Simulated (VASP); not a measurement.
Wanted: the native input for a VASP 6.6.1 run.

- Task: single point
- Functional: PBE
- Potentials or basis: VASP PAW PBE potentials, release 64 (Zr_sv, Te, Se)
- Cutoff: 520 eV
- k mesh: 6 × 6 × 4
- Occupations: gaussian, width 0.1 eV
- Spin: no spin polarisation
- Dipole correction: no
- Further INCAR settings: ALGO = Normal; EDIFF = 1e-06; NBANDS = 26

The structure of Zr2TeSe lies in POSCAR:

```
Zr2TeSe
1.0
    3.6598382271      0.0000000000      0.0000000000
   -1.8299191135      3.1695128784      0.0000000000
    0.0000000000      0.0000000000      7.7319318420
Zr Te Se
2 1 1
Direct
    0.3333333333      0.6666666667      0.7701077686
    0.6666666667      0.3333333333      0.2298922314
    0.0000000000      0.0000000000      0.5000000000
    0.0000000000      0.0000000000      0.0000000000
```

The cell was generated, and may not be a known phase.

The input as run:

INCAR

```
ALGO = Normal
EDIFF = 1E-6
ENCUT = 520
GGA = PE
ISIF = 2
ISMEAR = 0
LASPH = T
LCHARG = F
LREAL = F
LWAVE = F
NBANDS = 26
NELM = 60
PREC = Accurate
SIGMA = 0.1
```

KPOINTS

```
k-points
0
Gamma
  6 6 4
```

Potentials or basis: VASP PAW PBE potentials, release 64 (Zr_sv, Te, Se).

Command:

```console
$ cat potpaw_PBE.64/Zr_sv/POTCAR potpaw_PBE.64/Te/POTCAR potpaw_PBE.64/Se/POTCAR > POTCAR
$ mpirun -np 1 vasp_std > vasp.out
```

It gave:

```yaml
Pressure: 0.1 GPa
Largest_force: 0.005 eV/Å
Band_gap_on_the_k_mesh: zero (bands 18 and 19 overlap by 0.34 eV)
```

Caveat: spin-orbit coupling is left out, which moves the levels of the heavy elements.

Run time: 51 s on 1 thread of AMD EPYC 7R43 64-Core Processor (Zen 3), with other jobs on the host, peak memory 0.2 GiB.
